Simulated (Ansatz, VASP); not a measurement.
## One calculation of Al2Cu, two programs

```
Al Cu
1.0
    -2.97048    2.97048    2.38744
     2.97048   -2.97048    2.38744
     2.97048    2.97048   -2.38744
Al Cu
4 2
Direct
  0.65915 0.15915 0.81830
  0.15915 0.34085 0.50000
  0.34085 0.84085 0.18170
  0.84085 0.65915 0.50000
  0.25000 0.25000 0.00000
  0.75000 0.75000 0.00000
```

Alike in both runs: functional LDA; k mesh 12 × 12 × 12; occupations gaussian, width 0.05 eV; no spin polarisation.

Ansatz relaxed the structure, and its values are those at the end. VASP's run is a single point on that final structure, the one shown.

|  | VASP | Ansatz |
| --- | --- | --- |
| version | VASP 6.6.1 | Ansatz 0.2.0 |
| potentials or method | VASP PAW LDA potentials, release 64 (Al, Cu) | scalar-relativistic, plane waves, PAW |
| plane-wave cutoff (eV) | 520 | 420 |
| valence electrons in the cell | 34 | 50 |

```csv
,VASP,Ansatz,Ansatz less VASP
gap on the k mesh at the Fermi level (eV),none,none,-
pressure (GPa),0.3,0.0,-0.31
```

LDA's correlation is that of Perdew and Zunger in VASP and of Perdew and Wang (1992) in Ansatz. A gap of «none» marks a metal or a gap that the smearing closes. VASP's potentials hold 34 valence electrons a cell and Ansatz's 50, so a difference there can come from the potentials and not from the codes.
